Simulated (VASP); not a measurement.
# NaH (Fm-3m) in VASP: notebook

NaH is run at these levels: PBE; tasks: single point, relaxation of cell and atoms.

Program: VASP 6.6.1. These are calculated values, not measurements. Logs are shortened: lines on timing, memory, paths and dates and some standing lists are left out, and cuts for length are marked.

## (1) The cell of the first run

It takes space group Fm-3m (No. 225, cubic). The conventional cell has a = 4.830 Å, b = 4.830 Å, c = 4.830 Å, α = 90.00°, β = 90.00°, γ = 90.00°. Na (site symmetry m-3m) has 6 H at 2.42 Å within 3.2 Å. H (site symmetry m-3m) has 6 Na at 2.42 Å within 3.2 Å.

## (2) Single point, PBE

INCAR

```
PREC = Accurate
ENCUT = 520
EDIFF = 1E-6
ISMEAR = 0
SIGMA = 0.02
LREAL = F
LASPH = T
NELM = 100
ALGO = Normal
ISIF = 2
LWAVE = F
LCHARG = T
GGA = PE
LELF = T
LVHAR = T
NBANDS = 11
```

KPOINTS

```
Automatic mesh
0
Gamma
  8 8 8
```

POSCAR

```
NaH
1.0
    0.0000000000      2.4152063951      2.4152063951
    2.4152063951      0.0000000000      2.4152063951
    2.4152063951      2.4152063951      0.0000000000
Na H
1 1
Direct
    0.0000000000      0.0000000000      0.0000000000
    0.5000000000      0.5000000000      0.5000000000
```

Potentials or basis: VASP PAW PBE potentials, release 64 (Na_pv, H).

Started as:

```bash
cat potpaw_PBE.64/Na_pv/POTCAR potpaw_PBE.64/H/POTCAR > POTCAR
mpirun -np 1 vasp_std > vasp.out
```

OUTCAR:

```text
PREC = Accurate
   ENCUT = 520
   EDIFF = 1E-6
   ISMEAR = 0
   LREAL = F
   LASPH = T
   NELM = 100
   ISIF = 2
   GGA = PE

 ion  position               nearest neighbor table
   1  0.000  0.000  0.000-
   2  0.500  0.500  0.500-

  LATTYP: Found a face centered cubic cell.
 ALAT       =     4.8304127902

  Lattice vectors:

 A1 = (   0.0000000000,   2.4152063951,   2.4152063951)
 A2 = (   2.4152063951,   0.0000000000,   2.4152063951)
 A3 = (   2.4152063951,   2.4152063951,   0.0000000000)

Analysis of symmetry for initial positions (statically):
=====================================================================
 Subroutine PRICEL returns:
 Original cell was already a primitive cell.

 Routine SETGRP: Setting up the symmetry group for a
 face centered cubic supercell.

 Subroutine GETGRP returns: Found 48 space group operations
 (whereof 48 operations were pure point group operations)
 out of a pool of 48 trial point group operations.

The static configuration has the point symmetry O_h .

Analysis of symmetry for dynamics (positions and initial velocities):
=====================================================================
 Subroutine PRICEL returns:
 Original cell was already a primitive cell.

 Routine SETGRP: Setting up the symmetry group for a
 face centered cubic supercell.

 Subroutine GETGRP returns: Found 48 space group operations
 (whereof 48 operations were pure point group operations)
 out of a pool of 48 trial point group operations.

The dynamic configuration has the point symmetry O_h .

 Subroutine INISYM returns: Found 48 space group operations
 (whereof 48 operations are pure point group operations),
 and found     1 'primitive' translations

----------------------------------------------------------------------------------------

                                     Primitive cell

  volume of cell :      28.1769

  direct lattice vectors                    reciprocal lattice vectors
     0.000000000  2.415206395  2.415206395    -0.207021645  0.207021645  0.207021645
     2.415206395  0.000000000  2.415206395     0.207021645 -0.207021645  0.207021645
     2.415206395  2.415206395  0.000000000     0.207021645  0.207021645 -0.207021645

  length of vectors
     3.415617640  3.415617640  3.415617640     0.358572007  0.358572007  0.358572007

  position of ions in fractional coordinates (direct lattice)
     0.000000000  0.000000000  0.000000000
     0.500000000  0.500000000  0.500000000

  ion indices of the primitive-cell ions
   primitive index   ion index
                 1           1
                 2           2

----------------------------------------------------------------------------------------

 KPOINTS: Automatic mesh

Automatic generation of k-mesh.
 Grid dimensions read from file:
 generate k-points for:    8    8    8

 Generating k-lattice:

  Cartesian coordinates                     Fractional coordinates (reciprocal lattice)
    -0.025877706  0.025877706  0.025877706     0.125000000  0.000000000  0.000000000
     0.025877706 -0.025877706  0.025877706     0.000000000  0.125000000  0.000000000
     0.025877706  0.025877706 -0.025877706     0.000000000  0.000000000  0.125000000

  Length of vectors
     0.044821501  0.044821501  0.044821501

  Shift w.r.t. Gamma in fractional coordinates (k-lattice)
     0.000000000  0.000000000  0.000000000

 Subroutine IBZKPT returns following result:
 ===========================================

 Found     29 irreducible k-points:

 Following reciprocal coordinates:
            Coordinates               Weight
  0.000000  0.000000  0.000000      1.000000
  0.125000  0.000000  0.000000      8.000000
  0.250000  0.000000  0.000000      8.000000
  0.375000  0.000000  0.000000      8.000000
  0.500000  0.000000  0.000000      4.000000
  0.125000  0.125000  0.000000      6.000000
[... 16 lines left out ...]
  0.500000  0.250000  0.125000     48.000000
 -0.375000  0.250000  0.125000     24.000000
 [... further k-points ...]
   k-points           NKPTS =     29   k-points in BZ     NKDIM =     29   number of bands    NBANDS=     11
   number of dos      NEDOS =    301   number of ions     NIONS =      2
   total plane-waves  NPLWV =  21952
   dimension x,y,z NGX =    28 NGY =   28 NGZ =   28
   dimension x,y,z NGXF=    56 NGYF=   56 NGZF=   56
   ions per type =               1   1
   NGX,Y,Z   is equivalent  to a cutoff of  13.63, 13.63, 13.63 a.u.
   NGXF,Y,Z  is equivalent  to a cutoff of  27.26, 27.26, 27.26 a.u.
 SYSTEM =  unknown system
   PREC   = accura    normal or accurate (medium, high low for compatibility)
   ISTART =      0    job   : 0-new  1-cont  2-samecut
   ICHARG =      2    charge: 1-file 2-atom 10-const
   ISPIN  =      1    spin polarized calculation?
   LNONCOLLINEAR =      F non collinear calculations
   LSORBIT =      F    spin-orbit coupling
   LASPH  =      T    aspherical Exc in radial PAW
   ENCUT  =  520.0 eV  38.22 Ry    6.18 a.u.   6.35  6.35  6.35*2*pi/ulx,y,z
   NELM   =    100;   NELMIN=  2; NELMDL= -5     # of ELM steps
   EDIFF  = 0.1E-05   stopping-criterion for ELM
   LREAL  =      F    real-space projection
   EDIFFG = 0.1E-04   stopping-criterion for IOM
   NSW    =      0    number of steps for IOM
   IBRION =     -1    ionic relax: 0-MD 1-quasi-New 2-CG
   NFREE  =      0    steps in history (QN), initial steepest desc. (CG)
   ISIF   =      2    stress and relaxation
   ISYM   =      2    0-nonsym 1-usesym 2-fastsym
   POTIM  = 0.5000    time-step for ionic-motion
   TEBEG  =    0.0;   TEEND  =   0.0 temperature during run
   PSTRESS=    0.0 pullay stress
   NELECT =       8.0000    total number of electrons
   NUPDOWN=      -1.0000    fix difference up-down
   EMIN   =  10.00;   EMAX   =-10.00  energy-range for DOS
   EFERMI =   0.00;   METHOD = LEGACY
   ISMEAR =     0;   SIGMA  =   0.02  broadening in eV -4-tet -1-fermi 0-gaus
   EFERMI_NEDOS =   21; number of points for ismear=-14 and -15
   IALGO  =     38    algorithm
   IMIX   =      4    mixing-type and parameters
     AMIX     =   0.40;   BMIX     =  1.00
     AMIX_MAG =   1.60;   BMIX_MAG =  1.00
  volume/ion in A,a.u.               =      14.09        95.07
  Fermi-wavevector in a.u.,A,eV,Ry     =   1.075988  2.033322 15.752134  1.157749
  Thomas-Fermi vector in A             =   2.211859
   LORBIT       =      0    0 simple, 1 ext, 2 COOP (PROOUT), +10 PAW based schemes
   GGA     = PE    functional components
   LHFCALC =     F    Hartree Fock is set to
   AEXX    =    0.0000 exact exchange contribution
   IVDW    =     0    specifies the selected vdW correction
   LEPSILON=     F    determine dielectric tensor
   LRPA    =     F    only Hartree local field effects (RPA)
 non-spin polarized calculation
 Gauss-broadening in eV      SIGMA  =   0.02
  energy-cutoff  :      520.00
  volume of cell :       28.18
 maximum number of plane-waves:       775
 NGX is ok and might be reduce to    28
   NGX = 13   NGY = 13   NGZ = 13

 number of electron       7.9999998 magnetization

 Free energy of the ion-electron system (eV)
  ---------------------------------------------------
  ext. energy  EPLUGINS =         0.00000000
  ---------------------------------------------------
  free energy    TOTEN  =        -5.08760076 eV

  energy without entropy =       -5.08760076  energy(sigma->0) =       -5.08760076

 E-fermi :  -0.9478     XC(G=0):  -7.7743

 val. band max:       -1.1095022736   @ k =  -0.2500   0.5000   0.2500
 cond. band min:       2.6529767655   @ k =   0.5000   0.0000   0.0000
 fundamental gap:      3.7624790391
 Fermi energy:        -0.9477727145

 k-point     1 :       0.0000    0.0000    0.0000
  band No.  band energies     occupation
      1     -23.2096      2.00000
      2     -23.2095      2.00000
      3     -23.2095      2.00000
      4      -4.7308      2.00000
      5       9.3202      0.00000
      6      14.5024      0.00000
      7      14.5024      0.00000
      8      14.5024      0.00000
      9      15.3636      0.00000
     10      15.3636      0.00000
     11      15.3636      0.00000

 k-point     2 :       0.1250    0.0000    0.0000
  band No.  band energies     occupation
      1     -23.2235      2.00000
      2     -23.2112      2.00000
      3     -23.2112      2.00000
      4      -4.4622      2.00000
      5       8.4379      0.00000
      6      11.8900      0.00000
      7      13.6899      0.00000
      8      13.6899      0.00000
      9      16.3549      0.00000
     10      16.3549      0.00000
     11      16.4983      0.00000

 k-point     3 :       0.2500    0.0000    0.0000
  band No.  band energies     occupation
      1     -23.2569      2.00000
      2     -23.2152      2.00000
      3     -23.2152      2.00000
      4      -3.6991      2.00000
      5       6.1210      0.00000
      6      10.4245      0.00000
      7      12.9022      0.00000
      8      12.9022      0.00000
      9      16.3368      0.00000
     10      16.3368      0.00000
     11      17.7016      0.00000

 k-point     4 :       0.3750    0.0000    0.0000
  band No.  band energies     occupation
      1     -23.2899      2.00000
      2     -23.2192      2.00000
      3     -23.2192      2.00000
      4      -2.6301      2.00000
      5       3.7706      0.00000
      6       9.8442      0.00000
      7      12.4354      0.00000
      8      12.4354      0.00000
      9      15.5709      0.00000
     10      15.5709      0.00000
     11      17.9577      0.00000
[... 239 lines left out ...]
 k-point    22 :       0.3750    0.2500    0.1250
  band No.  band energies     occupation
      1     -23.2645      2.00000
      2     -23.2316      2.00000
      3     -23.2206      2.00000
      4      -3.0840      2.00000
      5       5.7603      0.00000
      6       8.1314      0.00000
      7      11.1470      0.00000
      8      14.0088      0.00000
      9      14.3270      0.00000
     10      16.9055      0.00000
     11      19.5327      0.00000

 k-point    23 :       0.5000    0.2500    0.1250
  band No.  band energies     occupation
      1     -23.2818      2.00000
      2     -23.2412      2.00000
      3     -23.2256      2.00000
      4      -2.1404      2.00000
      5       4.2842      0.00000
      6       6.9749      0.00000
      7      10.2729      0.00000
      8      13.8879      0.00000
      9      15.1900      0.00000
     10      17.1908      0.00000
     11      19.3338      0.00000

 k-point    24 :      -0.3750    0.2500    0.1250
  band No.  band energies     occupation
      1     -23.2891      2.00000
      2     -23.2442      2.00000
      3     -23.2284      2.00000
      4      -1.5926      2.00000
      5       3.4375      0.00000
      6       6.7150      0.00000
      7       9.9159      0.00000
      8      13.8240      0.00000
      9      15.0509      0.00000
     10      18.2736      0.00000
     11      20.3764      0.00000

 [... further k-points ...]
[... 5 lines left out ...]
  --------------------------------------------------------------------------------------
  -------------------------------------------------------------------------------------
  Total       -0.0008534     -0.0008534     -0.0008534      0.0000000      0.0000000      0.0000000
  in kB       -0.0485258     -0.0485258     -0.0485258      0.0000000      0.0000000      0.0000000
  external PRESSURE =      -0.0485258 kB  Pullay stress =       0.0000000 kB

 VOLUME and BASIS-vectors are now :
 -----------------------------------------------------------------------------
  energy-cutoff  :      520.00
  volume of cell :       28.18
      direct lattice vectors                 reciprocal lattice vectors
     0.000000000  2.415206395  2.415206395    -0.207021645  0.207021645  0.207021645
     2.415206395  0.000000000  2.415206395     0.207021645 -0.207021645  0.207021645
     2.415206395  2.415206395  0.000000000     0.207021645  0.207021645 -0.207021645

 POSITION                                       TOTAL-FORCE (eV/Angst)
 -----------------------------------------------------------------------------------
      0.00000      0.00000      0.00000         0.000000     -0.000000      0.000000
      2.41521      2.41521      2.41521        -0.000000      0.000000     -0.000000
 -----------------------------------------------------------------------------------
    total drift:                               -0.000000     -0.000000     -0.000000

  FREE ENERGIE OF THE ION-ELECTRON SYSTEM (eV)
  ---------------------------------------------------
  free  energy   TOTEN  =        -5.0876007638 eV

  energy  without entropy=       -5.0876007638  energy(sigma->0) =       -5.08760076
```

Run time: 16 s. Hardware: 1 thread of Intel Xeon 8259CL, shared host; peak memory 0.15 GiB.

Results:

```
Free energy            : -5.0876 eV
Pressure               : 0.0 GPa
Band gap on the k mesh : 3.76 eV (least direct gap 4.62 eV)
```

## (3) Relaxation of cell and atoms, PBE

This run uses another cell than the first one, of 14.00 Å³/atom.

INCAR

```
PREC = Accurate
ENCUT = 600
EDIFF = 1E-6
ISMEAR = 0
SIGMA = 0.02
LREAL = F
LASPH = T
NELM = 60
ALGO = Normal
ISIF = 3
LWAVE = F
LCHARG = F
GGA = PE
IBRION = 2
NSW = 90
EDIFFG = -0.025
```

KPOINTS

```
regular mesh
0
Gamma
  8 8 8
```

POSCAR

```
NaH
1.0
    0.0000000000      2.4101306096      2.4101306096
    2.4101306096      0.0000000000      2.4101306096
    2.4101306096      2.4101306096      0.0000000000
Na H
1 1
Direct
    0.0000000000      0.0000000000      0.0000000000
    0.5000000000      0.5000000000      0.5000000000
```

Potentials or basis: VASP PAW PBE potentials, release 64 (Na_pv, H).

Started as:

```bash
cat potpaw_PBE.64/Na_pv/POTCAR potpaw_PBE.64/H/POTCAR > POTCAR
mpirun -np 1 vasp_std > vasp.out
```

It took 13 s on 1 thread of Intel Xeon 8259CL, shared host; peak memory 0.15 GiB.

Results (log left out):

- Free energy: -5.0878 eV
- Pressure after relaxing: 0.2 GPa
- Band gap on the k mesh: 3.77 eV (least direct gap 4.63 eV)

Final structure:
```xyz
2
Lattice="0.0000 2.4101 2.4101 2.4101 0.0000 2.4101 2.4101 2.4101 0.0000" Properties=species:S:1:pos:R:3 pbc="T T T"
Na    0.0000    0.0000    0.0000
H     2.4101    2.4101    2.4101
```

Levels at points of the mesh, in eV from the valence-band top:
```tsv
k point	band 2	band 3	band 4	band 5	band 6	band 7
(0.00, 0.00, 0.00)	-22.09	-22.09	-3.64	10.49	15.66	15.66
(0.50, 0.00, 0.00)	-22.10	-22.10	-0.86	3.77	10.83	13.43
(0.50, 0.50, 0.00)	-22.12	-22.12	-0.18	4.65	10.06	10.72
```

Caveat: the relaxation stopped at its first step, so nothing moved.
